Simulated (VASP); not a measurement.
# Bi (P6_3/mmc) in VASP: further runs

Bi is run at these levels: PBEsol; tasks: electric field gradients, density of states.

Program: VASP 6.6.1. These are calculated values, not measurements. Logs are shortened: lines on timing, memory, paths and dates and some standing lists are left out, and cuts for length are marked.

**1. The cell of the first run**

Symmetry: P6_3/mmc, No. 194, hexagonal system. Conventional cell: a = 4.628 Å, b = 4.628 Å, c = 12.061 Å, α = 90.00°, β = 90.00°, γ = 120.00°.

**2. Electric field gradients, PBEsol (volume scaled by 1.06)**

INCAR reads:

```
SYSTEM = Bi
  PREC = Accurate
  ENCUT = 520
  EDIFF = 1E-8
  ISMEAR = -1
  SIGMA = 0.08
  LREAL = .False.
  LASPH = .True.
  NELM = 60
  ALGO = Normal
  ISIF = 2
  LWAVE = .False.
  LCHARG = .False.
  GGA = PS
  LEFG = .True.
  NBANDS = 22
```

KPOINTS reads:

```
Automatic mesh
0
Gamma
  9 9 3
  0 0 0
```

POSCAR reads:

```
Bi
1.0
    4.6280229066      0.0000000000      0.0000000000
   -2.3140114533      4.0079854064      0.0000000000
    0.0000000000      0.0000000000     12.0610000764
Bi
2
Direct
    0.3333333333      0.6666666667      0.2500000000
    0.6666666667      0.3333333333      0.7500000000
```

Potentials or basis: VASP PAW PBE potentials, release 64 (Bi_d).

Launch:

```sh
> cat potpaw_PBE.64/Bi_d/POTCAR > POTCAR
> mpirun -np 1 vasp_std > vasp.out
```

OUTCAR:

```text
SYSTEM = Bi
   PREC = Accurate
   ENCUT = 520
   EDIFF = 1E-8
   ISMEAR = -1
   LREAL = .False.
   LASPH = .True.
   NELM = 60
   ISIF = 2
   GGA = PS

 ion  position               nearest neighbor table
   1  0.333  0.667  0.250-
   2  0.667  0.333  0.750-

  LATTYP: Found a hexagonal cell.
 ALAT       =     4.6280229066
 C/A-ratio  =     2.6060804624

  Lattice vectors:

 A1 = (   4.6280229066,   0.0000000000,   0.0000000000)
 A2 = (  -2.3140114533,   4.0079854064,   0.0000000000)
 A3 = (   0.0000000000,   0.0000000000,  12.0610000764)

Analysis of symmetry for initial positions (statically):
=====================================================================
 Subroutine PRICEL returns:
 Original cell was already a primitive cell.

 Routine SETGRP: Setting up the symmetry group for a
 hexagonal supercell.

 Subroutine GETGRP returns: Found 24 space group operations
 (whereof 12 operations were pure point group operations)
 out of a pool of 24 trial point group operations.

The static configuration has the point symmetry D_3d.
 The point group associated with its full space group is D_6h.

Analysis of symmetry for dynamics (positions and initial velocities):
=====================================================================
 Subroutine PRICEL returns:
 Original cell was already a primitive cell.

 Routine SETGRP: Setting up the symmetry group for a
 hexagonal supercell.

 Subroutine GETGRP returns: Found 24 space group operations
 (whereof 12 operations were pure point group operations)
 out of a pool of 24 trial point group operations.

The dynamic configuration has the point symmetry D_3d.
 The point group associated with its full space group is D_6h.

 Subroutine INISYM returns: Found 24 space group operations
 (whereof 12 operations are pure point group operations),
 and found     1 'primitive' translations

----------------------------------------------------------------------------------------

                                     Primitive cell

  volume of cell :     223.7201

  direct lattice vectors                    reciprocal lattice vectors
[... 117 lines left out ...]
 non-spin polarized calculation
  energy-cutoff  :      520.00
  volume of cell :      223.72
 maximum number of plane-waves:      6052
 NGX is ok and might be reduce to    36
   NGX = 17   NGY = 17   NGZ = 45

 number of electron      30.0000012 magnetization

 Free energy of the ion-electron system (eV)
  ---------------------------------------------------
  ext. energy  EPLUGINS =         0.00000000
  ---------------------------------------------------
  free energy    TOTEN  =        -3.18814427 eV

  energy without entropy =       -3.01904780  energy(sigma->0) =       -3.10359604

 E-fermi :  -1.3520     XC(G=0):  -5.2308

 val. band max:       -1.3626217767   @ k =   0.2222   0.2222   0.3333
 cond. band min:      -1.3444470698   @ k =   0.3333  -0.0000   0.3333
 fundamental gap:      0.0181747069
 Fermi energy:        -1.3519911294

 k-point     1 :       0.0000    0.0000    0.0000
  band No.  band energies     occupation
      1     -24.1214      2.00000
      2     -24.1214      2.00000
      3     -24.1213      2.00000
      4     -24.1213      2.00000
      5     -24.1073      2.00000
      6     -24.1073      2.00000
[... 589 lines left out ...]
     21       4.2060      0.00000
     22       4.6875      0.00000

------------------------ aborting loop because EDIFF is reached ----------------------------------------

  FORCE on cell =-STRESS in cart. coord.  units (eV):
  Direction    XX          YY          ZZ          XY          YZ          ZX
  --------------------------------------------------------------------------------------
  -------------------------------------------------------------------------------------
  Total       -6.3163300     -6.3163300     -0.4365552     -0.0000000      0.0000000     -0.0000000
  in kB      -45.2345673    -45.2345673     -3.1264022     -0.0000000      0.0000000     -0.0000000
  external PRESSURE =     -31.1985122 kB  Pullay stress =       0.0000000 kB

 VOLUME and BASIS-vectors are now :
 -----------------------------------------------------------------------------
  energy-cutoff  :      520.00
  volume of cell :      223.72
      direct lattice vectors                 reciprocal lattice vectors
     4.628022907  0.000000000  0.000000000     0.216074989  0.124750953  0.000000000
    -2.314011453  4.007985406  0.000000000     0.000000000  0.249501906  0.000000000
     0.000000000  0.000000000 12.061000076     0.000000000  0.000000000  0.082911864

 POSITION                                       TOTAL-FORCE (eV/Angst)
 -----------------------------------------------------------------------------------
     -0.00000      2.67199      3.01525        -0.000000     -0.000000      0.000000
      2.31401      1.33600      9.04575         0.000000      0.000000      0.000000
 -----------------------------------------------------------------------------------
    total drift:                                0.000000     -0.000000      0.000000

  FREE ENERGIE OF THE ION-ELECTRON SYSTEM (eV)
  ---------------------------------------------------
  free  energy   TOTEN  =        -3.1881442720 eV

  energy  without entropy=       -3.0190478044  energy(sigma->0) =       -3.10359604

 Electric field gradients (V/A^2)
---------------------------------------------------------------------
 ion       V_xx      V_yy      V_zz      V_xy      V_xz      V_yz
---------------------------------------------------------------------
   1     119.576   119.575  -239.151    -0.001    -0.000     0.000
   2     119.576   119.575  -239.151    -0.001     0.000    -0.000
---------------------------------------------------------------------

 Electric field gradients after diagonalization (V/A^2)
 (convention: |V_zz| > |V_xx| > |V_yy|)
----------------------------------------------------------------------
 ion       V_xx      V_yy      V_zz     asymmetry (V_yy - V_xx)/ V_zz
----------------------------------------------------------------------
   1     119.577   119.575  -239.151       0.000
   2     119.577   119.575  -239.151       0.000
----------------------------------------------------------------------

           NMR quadrupolar parameters

 Cq : quadrupolar parameter    Cq=e*Q*V_zz/h
 eta: asymmetry parameters     (V_yy - V_xx)/ V_zz
 Q  : nuclear electric quadrupole moment in mb (millibarn)
----------------------------------------------------------------------
 ion       Cq(MHz)       eta       Q (mb)
----------------------------------------------------------------------
   1      -0.578       0.000       1.000
   2      -0.578       0.000       1.000
----------------------------------------------------------------------
```

OSZICAR:

```text
N       E                     dE             d eps       ncg     rms          rms(c)
DAV:   1     0.257710245439E+03    0.25771E+03   -0.14213E+04  1144   0.116E+03
DAV:   2     0.164351571335E+02   -0.24128E+03   -0.23762E+03  1152   0.311E+02
DAV:   3    -0.254824758844E+01   -0.18983E+02   -0.18794E+02  1248   0.114E+02
DAV:   4    -0.317388720750E+01   -0.62564E+00   -0.62320E+00  1328   0.228E+01
DAV:   5    -0.319665513067E+01   -0.22768E-01   -0.22767E-01  1474   0.406E+00    0.719E-01
DAV:   6    -0.318549150119E+01    0.11164E-01   -0.35542E-02  1272   0.143E+00    0.461E-01
DAV:   7    -0.318681063592E+01   -0.13191E-02   -0.35911E-02  1188   0.118E+00    0.126E-01
DAV:   8    -0.318782131323E+01   -0.10107E-02   -0.23679E-03  1140   0.584E-01    0.456E-02
DAV:   9    -0.318805346396E+01   -0.23215E-03   -0.16893E-04  1196   0.778E-02    0.202E-02
DAV:  10    -0.318813454077E+01   -0.81077E-04   -0.74542E-05  1234   0.375E-02    0.332E-03
DAV:  11    -0.318814224201E+01   -0.77012E-05   -0.62435E-06  1230   0.168E-02    0.175E-03
DAV:  12    -0.318814413474E+01   -0.18927E-05   -0.33835E-06  1116   0.100E-02    0.624E-04
DAV:  13    -0.318814433897E+01   -0.20423E-06   -0.26976E-07  1192   0.329E-03    0.610E-04
DAV:  14    -0.318814427032E+01    0.68646E-07   -0.52273E-08  1014   0.182E-03    0.111E-04
DAV:  15    -0.318814427203E+01   -0.17058E-08   -0.73844E-09   930   0.808E-04
   1 F= -.31881443E+01 E0= -.31035960E+01  d E =-.169096E+00
```

stdout:

```text
POSCAR found type information on POSCAR Bi
 POSCAR found :  1 types and       2 ions
 scaLAPACK will be used
 -----------------------------------------------------------------------------
|                                                                             |
|                                                                             |
|     You enforced a specific xc type in the INCAR file but a different       |
|     I HOPE YOU KNOW WHAT YOU ARE DOING!                                     |
|                                                                             |
 -----------------------------------------------------------------------------

 LDA part: xc-table for (Slater+PW92), standard interpolation
 POSCAR, INCAR and KPOINTS ok, starting setup
 FFT: planning ... GRIDC
 FFT: planning ... GRID_SOFT
 FFT: planning ... GRID
 WAVECAR not read
 entering main loop
ion   1

ion   2
```

Run time: 58 s. Hardware: 1 thread of Intel Xeon Platinum 8559C (Emerald Rapids), shared host; peak memory 0.36 GiB.

Results:

* Free energy: -3.1881 eV
* Pressure: -3.1 GPa
* Band gap on the k mesh: zero (band 15 reaches -0.08 eV, above the bottom of band 16 at -2.02 eV)

Stress tensor (GPa, compression positive):
```
-4.52  0.00  0.00
 0.00 -4.52  0.00
 0.00  0.00 -0.31
```

Levels at points of the mesh, in eV from the Fermi level:
| k point | band 12 | band 13 | band 14 | band 15 | band 16 | band 17 | band 18 | band 19 |
| --- | --- | --- | --- | --- | --- | --- | --- | --- |
| (0.00, 0.00, 0.00) | -10.29 | -0.74 | -0.30 | 1.27 | 1.27 | 1.28 | 1.28 | 3.02 |

Electric field gradients, principal values (V/Å²):
```
atom    least   middle  greatest (by size)
1 Bi  119.575  119.577            -239.151
2 Bi  119.575  119.577            -239.151
```

Caveat: the cell differs from its parent crystal (volume scaled by 1.06); without QUAD_EFG the Cq values of the log hold for a quadrupole moment of 1 mb, not for the nuclei; the PAW data sets were made with another functional, which shifts forces and pressure a little; spin-orbit coupling is left out, which moves the levels of the heavy elements.

**3. Density of states, PBEsol**

This run uses another cell than the first one, of 105.53 Å³/atom, 0.943 times its volume.

POSCAR reads:

```
Bi
1.0
    4.5390002997      0.0000000000      0.0000000000
   -2.2695001499      3.9308895674      0.0000000000
    0.0000000000      0.0000000000     11.8290000000
Bi
2
Direct
    0.3333333333      0.6666666667      0.2500000000
    0.6666666667      0.3333333333      0.7500000000
```

INCAR.step1 reads:

```
SYSTEM = Bi
PREC = Accurate
ENCUT = 520
EDIFF = 1E-7
ISMEAR = -1
SIGMA = 0.08
LREAL = .False.
LASPH = .True.
NELM = 80
ALGO = Normal
ISIF = 2
LWAVE = .False.
LCHARG = .True.
GGA = PS
NBANDS = 22
```

KPOINTS.step1 reads:

```
Automatic mesh
0
Gamma
  9 9 3
  0 0 0
```

INCAR.step2 reads:

```
SYSTEM = Bi
PREC = Accurate
ENCUT = 520
EDIFF = 1E-7
ISMEAR = -5
SIGMA = 0.08
LREAL = .False.
LASPH = .True.
NELM = 80
ALGO = Normal
ISIF = 2
LWAVE = .False.
LCHARG = .False.
GGA = PS
LORBIT = 11
NBANDS = 22
NEDOS = 1001
ICHARG = 11
```

KPOINTS.step2 reads:

```
Automatic mesh
0
Gamma
  14 14 5
  0 0 0
```

Potentials or basis: VASP PAW PBE potentials, release 64 (Bi_d).

Launch:

```sh
> cat potpaw_PBE.64/Bi_d/POTCAR > POTCAR
> cp INCAR.step1 INCAR
> cp KPOINTS.step1 KPOINTS
> mpirun -np 1 vasp_std > vasp.out
> cp INCAR.step2 INCAR
> cp KPOINTS.step2 KPOINTS
> mpirun -np 1 vasp_std > vasp.out
```

Run time: 2.6 min. Hardware: 1 thread of Intel Xeon Platinum 8559C (Emerald Rapids), shared host; peak memory 0.46 GiB.

Results (log left out):

```yaml
Valence_electrons_inside_the_program's_atomic_spheres: Bi 12.57
```

Levels at points of the mesh, in eV from the Fermi level:
```
           k point  band 11  band 12  band 13  band 14  band 15  band 16  band 17  band 18  band 19  band 20
(0.00, 0.00, 0.00)   -10.36   -10.35    -0.85    -0.35     1.39     1.39     1.40     1.40     3.00     4.48
(0.50, 0.00, 0.00)   -10.03   -10.02    -1.42    -1.38     0.05     0.20     0.69     0.73     4.74     4.90
```

Caveat: the PAW data sets were made with another functional, which shifts forces and pressure a little; spin-orbit coupling is left out, which moves the levels of the heavy elements; tetrahedron occupations give inexact forces and stress in metals.
